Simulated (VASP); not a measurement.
# SnTe (F-43m) in VASP: settings compared

SnTe is run at these levels: LDA, PBE, RPBE; tasks: single point.

Everything below comes from runs of VASP 6.6.1. Logs are shortened: lines on timing, memory, paths and dates and some standing lists are left out, and cuts for length are marked.

## 1. The cell of the first run

The structure is cubic, space group F-43m (No. 216). The conventional cell has a = 7.222 Å, b = 7.222 Å, c = 7.222 Å, α = 90.00°, β = 90.00°, γ = 90.00°. Within 4.1 Å of Sn (site symmetry -43m) lie 4 Te at 3.13 Å. Within 4.1 Å of Te (site symmetry -43m) lie 4 Sn at 3.13 Å.

## 2. Single point, LDA

INCAR reads:

```
  PREC = Accurate
  ENCUT = 500
  EDIFF = 1E-6
  ISMEAR = 0
  SIGMA = 0.1
  LREAL = F
  LASPH = T
  NELM = 120
  ALGO = Normal
  ISIF = 2
  LWAVE = F
  LCHARG = F
  GGA = CA
  NBANDS = 17
  NELECT = 20.5
  GGA_COMPAT = F
```

KPOINTS reads:

```
regular mesh
0
Gamma
  1 1 1
```

POSCAR reads:

```
SnTe
1.0
    0.0000000000      3.6111460000      3.6111460000
    3.6111460000      0.0000000000      3.6111460000
    3.6111460000      3.6111460000      0.0000000000
Sn Te
1 1
Direct
    0.0000000000      0.0000000000      0.0000000000
    0.7500000000      0.7500000000      0.7500000000
```

Potentials or basis: VASP PAW LDA potentials, release 64 (Sn_d, Te).

Launch:

```console
> cat potpaw_LDA.64/Sn_d/POTCAR potpaw_LDA.64/Te/POTCAR > POTCAR
> mpirun -np 1 vasp_gam > vasp.out
```

OUTCAR:

```text
PREC = Accurate
   ENCUT = 500
   EDIFF = 1E-6
   ISMEAR = 0
   LREAL = F
   LASPH = T
   NELM = 120
   ISIF = 2
   GGA = CA
   NELECT = 20.5

 ion  position               nearest neighbor table
   1  0.000  0.000  0.000-   2 3.13   2 3.13   2 3.13   2 3.13
   2  0.750  0.750  0.750-   1 3.13   1 3.13   1 3.13   1 3.13

  LATTYP: Found a face centered cubic cell.
 ALAT       =     7.2222920000

  Lattice vectors:

 A1 = (   0.0000000000,   3.6111460000,   3.6111460000)
 A2 = (   3.6111460000,   0.0000000000,   3.6111460000)
 A3 = (   3.6111460000,   3.6111460000,   0.0000000000)

Analysis of symmetry for initial positions (statically):
=====================================================================
 Subroutine PRICEL returns:
 Original cell was already a primitive cell.

 Routine SETGRP: Setting up the symmetry group for a
 face centered cubic supercell.

 Subroutine GETGRP returns: Found 24 space group operations
 (whereof 24 operations were pure point group operations)
 out of a pool of 48 trial point group operations.

The static configuration has the point symmetry T_d .

Analysis of symmetry for dynamics (positions and initial velocities):
=====================================================================
 Subroutine PRICEL returns:
 Original cell was already a primitive cell.

 Routine SETGRP: Setting up the symmetry group for a
 face centered cubic supercell.

 Subroutine GETGRP returns: Found 24 space group operations
 (whereof 24 operations were pure point group operations)
 out of a pool of 48 trial point group operations.

The dynamic configuration has the point symmetry T_d .

 Subroutine INISYM returns: Found 24 space group operations
 (whereof 24 operations are pure point group operations),
 and found     1 'primitive' translations

----------------------------------------------------------------------------------------

                                     Primitive cell

  volume of cell :      94.1814

  direct lattice vectors                    reciprocal lattice vectors
     0.000000000  3.611146000  3.611146000    -0.138460201  0.138460201  0.138460201
     3.611146000  0.000000000  3.611146000     0.138460201 -0.138460201  0.138460201
     3.611146000  3.611146000  0.000000000     0.138460201  0.138460201 -0.138460201

  length of vectors
     5.106931649  5.106931649  5.106931649     0.239820102  0.239820102  0.239820102

  position of ions in fractional coordinates (direct lattice)
     0.000000000  0.000000000  0.000000000
     0.750000000  0.750000000  0.750000000

  ion indices of the primitive-cell ions
   primitive index   ion index
                 1           1
                 2           2

----------------------------------------------------------------------------------------

 KPOINTS: regular mesh

Automatic generation of k-mesh.
 Grid dimensions read from file:
 generate k-points for:    1    1    1

 Generating k-lattice:

  Cartesian coordinates                     Fractional coordinates (reciprocal lattice)
    -0.138460201  0.138460201  0.138460201     1.000000000  0.000000000  0.000000000
     0.138460201 -0.138460201  0.138460201     0.000000000  1.000000000  0.000000000
     0.138460201  0.138460201 -0.138460201     0.000000000  0.000000000  1.000000000

  Length of vectors
     0.239820102  0.239820102  0.239820102

  Shift w.r.t. Gamma in fractional coordinates (k-lattice)
     0.000000000  0.000000000  0.000000000

 Subroutine IBZKPT returns following result:
 ===========================================

 Found      1 irreducible k-points:

 Following reciprocal coordinates:
            Coordinates               Weight
  0.000000  0.000000  0.000000      1.000000
   k-points           NKPTS =      1   k-points in BZ     NKDIM =      1   number of bands    NBANDS=     17
   number of dos      NEDOS =    301   number of ions     NIONS =      2
   total plane-waves  NPLWV =  64000
   dimension x,y,z NGX =    40 NGY =   40 NGZ =   40
   dimension x,y,z NGXF=    80 NGYF=   80 NGZF=   80
   ions per type =               1   1
   NGX,Y,Z   is equivalent  to a cutoff of  13.02, 13.02, 13.02 a.u.
   NGXF,Y,Z  is equivalent  to a cutoff of  26.04, 26.04, 26.04 a.u.
 SYSTEM =  unknown system
   PREC   = accura    normal or accurate (medium, high low for compatibility)
   ISTART =      0    job   : 0-new  1-cont  2-samecut
   ICHARG =      2    charge: 1-file 2-atom 10-const
   ISPIN  =      1    spin polarized calculation?
   LNONCOLLINEAR =      F non collinear calculations
   LSORBIT =      F    spin-orbit coupling
   LASPH  =      T    aspherical Exc in radial PAW
   ENCUT  =  500.0 eV  36.75 Ry    6.06 a.u.   9.31  9.31  9.31*2*pi/ulx,y,z
   NELM   =    120;   NELMIN=  2; NELMDL= -5     # of ELM steps
   EDIFF  = 0.1E-05   stopping-criterion for ELM
   LREAL  =      F    real-space projection
   EDIFFG = 0.1E-04   stopping-criterion for IOM
   NSW    =      0    number of steps for IOM
   IBRION =     -1    ionic relax: 0-MD 1-quasi-New 2-CG
   NFREE  =      0    steps in history (QN), initial steepest desc. (CG)
   ISIF   =      2    stress and relaxation
   ISYM   =      2    0-nonsym 1-usesym 2-fastsym
   POTIM  = 0.5000    time-step for ionic-motion
   TEBEG  =    0.0;   TEEND  =   0.0 temperature during run
   PSTRESS=    0.0 pullay stress
   NELECT =      20.5000    total number of electrons
   NUPDOWN=      -1.0000    fix difference up-down
   EMIN   =  10.00;   EMAX   =-10.00  energy-range for DOS
   EFERMI =   0.00;   METHOD = LEGACY
   ISMEAR =     0;   SIGMA  =   0.10  broadening in eV -4-tet -1-fermi 0-gaus
   EFERMI_NEDOS =   21; number of points for ismear=-14 and -15
   IALGO  =     38    algorithm
   IMIX   =      4    mixing-type and parameters
     AMIX     =   0.40;   BMIX     =  1.00
     AMIX_MAG =   1.60;   BMIX_MAG =  1.00
  volume/ion in A,a.u.               =      47.09       317.78
  Fermi-wavevector in a.u.,A,eV,Ry     =   0.984777  1.860958 13.194726  0.969785
  Thomas-Fermi vector in A             =   2.116035
   LORBIT       =      0    0 simple, 1 ext, 2 COOP (PROOUT), +10 PAW based schemes
   GGA     = CA    functional components
   LHFCALC =     F    Hartree Fock is set to
   AEXX    =    0.0000 exact exchange contribution
   IVDW    =     0    specifies the selected vdW correction
   LEPSILON=     F    determine dielectric tensor
   LRPA    =     F    only Hartree local field effects (RPA)
 non-spin polarized calculation
 Gauss-broadening in eV      SIGMA  =   0.10
  energy-cutoff  :      500.00
  volume of cell :       94.18
 maximum number of plane-waves:      1211
 NGX is ok and might be reduce to    40
   NGX = 19   NGY = 19   NGZ = 19

 number of electron      20.4999999 magnetization

 Free energy of the ion-electron system (eV)
  ---------------------------------------------------
  ext. energy  EPLUGINS =         0.00000000
  ---------------------------------------------------
  free energy    TOTEN  =        -1.27818872 eV

  energy without entropy =       -1.21314360  energy(sigma->0) =       -1.24566616

 E-fermi :   4.1409     XC(G=0):  -7.6571

 val. band max:        1.9812359978   @ k =   0.0000   0.0000   0.0000
 cond. band min:       4.2387023094   @ k =   0.0000   0.0000   0.0000
 fundamental gap:      2.2574663116
 Fermi energy:         4.1409098649

 k-point     1 :       0.0000    0.0000    0.0000
  band No.  band energies     occupation
      1     -18.1007      2.00000
      2     -18.1007      2.00000
      3     -18.0888      2.00000
      4     -18.0888      2.00000
      5     -18.0888      2.00000
      6      -7.5344      2.00000
[... 9 lines left out ...]
     16       9.6397      0.00000
     17      10.3148      0.00000

------------------------ aborting loop because EDIFF is reached ----------------------------------------

  FORCE on cell =-STRESS in cart. coord.  units (eV):
  Direction    XX          YY          ZZ          XY          YZ          ZX
  --------------------------------------------------------------------------------------
  -------------------------------------------------------------------------------------
  Total       11.6318379     11.6318379     11.6318379     -0.0000000      0.0000000     -0.0000000
  in kB      197.8763019    197.8763019    197.8763019     -0.0000000      0.0000000     -0.0000000
  external PRESSURE =     197.8763019 kB  Pullay stress =       0.0000000 kB

 VOLUME and BASIS-vectors are now :
 -----------------------------------------------------------------------------
  energy-cutoff  :      500.00
  volume of cell :       94.18
      direct lattice vectors                 reciprocal lattice vectors
     0.000000000  3.611146000  3.611146000    -0.138460201  0.138460201  0.138460201
     3.611146000  0.000000000  3.611146000     0.138460201 -0.138460201  0.138460201
     3.611146000  3.611146000  0.000000000     0.138460201  0.138460201 -0.138460201

 POSITION                                       TOTAL-FORCE (eV/Angst)
 -----------------------------------------------------------------------------------
      0.00000      0.00000      0.00000         0.000000     -0.000000     -0.000000
      5.41672      5.41672      5.41672        -0.000000      0.000000      0.000000
 -----------------------------------------------------------------------------------
    total drift:                                0.000000      0.000000      0.000000

  FREE ENERGIE OF THE ION-ELECTRON SYSTEM (eV)
  ---------------------------------------------------
  free  energy   TOTEN  =        -1.2781887227 eV

  energy  without entropy=       -1.2131436046  energy(sigma->0) =       -1.24566616
```

It took 6 s on 1 thread of Intel Xeon 6975P-C (Granite Rapids), shared host; peak memory 0.18 GiB.

What came out:

```yaml
Free_energy: -1.2782 eV
```

Caveat: the k points lie up to 1.51 Å⁻¹ apart; the cell carries a net charge on a neutralising background, which shifts energy and pressure; the cell is charged against a uniform background, so pressure and absolute levels hang on convention; spin-orbit coupling is left out, which moves the levels of the heavy elements.

## 3. Single point, PBE

This run uses another cell than the first one, of 55.57 Å³/atom, 1.180 times its volume.

INCAR reads:

```
SYSTEM = SnTe
PREC = Accurate ; ENCUT = 500
EDIFF = 1E-6 ; ISMEAR = 0
SIGMA = 0.1 ; LREAL = .False.
LASPH = .True. ; NELM = 120
ALGO = Normal ; ISIF = 2
LWAVE = .False. ; LCHARG = .False.
GGA = PE ; NBANDS = 17
GGA_COMPAT = .False.
```

KPOINTS reads:

```
regular mesh
0
Gamma
  1 1 1
  0 0 0
```

POSCAR reads:

```
SnTe
1.0
    0.0000000000      3.8159767202      3.8159767202
    3.8159767202      0.0000000000      3.8159767202
    3.8159767202      3.8159767202      0.0000000000
Sn Te
1 1
Direct
    0.0000000000      0.0000000000      0.0000000000
    0.7500000000      0.7500000000      0.7500000000
```

Potentials or basis: VASP PAW PBE potentials, release 64 (Sn_d, Te).

Launch:

```console
> cat potpaw_PBE.64/Sn_d/POTCAR potpaw_PBE.64/Te/POTCAR > POTCAR
> mpirun -np 1 vasp_gam > vasp.out
```

Wall time 9.9 s (1 thread of Intel Xeon 6975P-C (Granite Rapids), shared host); peak memory 0.22 GiB.

The run converged. Its results:

* Free energy: -3.6162 eV
* Pressure: 5.9 GPa
* Band gap on the k mesh: 2.24 eV

Levels at points of the mesh, in eV from the valence-band top:
| k point | band 8 | band 9 | band 10 | band 11 | band 12 | band 13 |
| --- | --- | --- | --- | --- | --- | --- |
| (0.00, 0.00, 0.00) | 0.00 | 0.00 | 0.00 | 2.24 | 2.24 | 2.24 |

Caveat: the k points lie up to 1.43 Å⁻¹ apart; spin-orbit coupling is left out, which moves the levels of the heavy elements.

## 4. Single point, RPBE

INCAR reads:

```
PREC = Accurate
ENCUT = 500
EDIFF = 1E-6
ISMEAR = 1
SIGMA = 0.013
LREAL = F
LASPH = T
NELM = 120
ALGO = Normal
ISIF = 2
LWAVE = F
LCHARG = T
GGA = RP
LELF = T
LVHAR = T
NBANDS = 17
GGA_COMPAT = F
```

KPOINTS reads:

```
Automatic mesh
0
Gamma
  2 2 2
```

POSCAR reads:

```
SnTe
1.0
    0.0000000000      3.6111460000      3.6111460000
    3.6111460000      0.0000000000      3.6111460000
    3.6111460000      3.6111460000      0.0000000000
Sn Te
1 1
Direct
    0.0000000000      0.0000000000      0.0000000000
    0.7500000000      0.7500000000      0.7500000000
```

Launch:

```console
> cat potpaw_PBE.64/Sn_d/POTCAR potpaw_PBE.64/Te/POTCAR > POTCAR
> mpirun -np 1 vasp_std > vasp.out
```

Run time: 14 s. Hardware: 1 thread of Intel Xeon 6975P-C (Granite Rapids), shared host; peak memory 0.23 GiB.

Results (log left out):

| Quantity | Value |
| --- | --- |
| Free energy | -6.8377 eV |
| Pressure | -0.3 GPa |
| Band gap on the k mesh | 0.89 eV, direct |

Levels at points of the mesh, in eV from the valence-band top:
```csv
k point,band 6,band 7,band 8,band 9,band 10,band 11,band 12,band 13,band 14,band 15
"(0.00, 0.00, 0.00)",-10.85,-4.49,-1.29,-1.29,-1.29,1.69,1.69,1.69,4.98,7.12
"(0.50, 0.00, 0.00)",-10.31,-6.33,-1.81,-1.81,-1.34,2.50,2.50,4.13,6.50,7.16
"(0.50, 0.50, 0.00)",-10.09,-6.70,-2.46,-2.46,0.00,0.89,4.56,4.56,6.13,7.22
```

Caveat: the k points lie up to 0.75 Å⁻¹ apart; the PAW data sets were made with another functional, which shifts forces and pressure a little; spin-orbit coupling is left out, which moves the levels of the heavy elements. A k mesh can miss the band edges.

(Continued in part 2 of 2.)
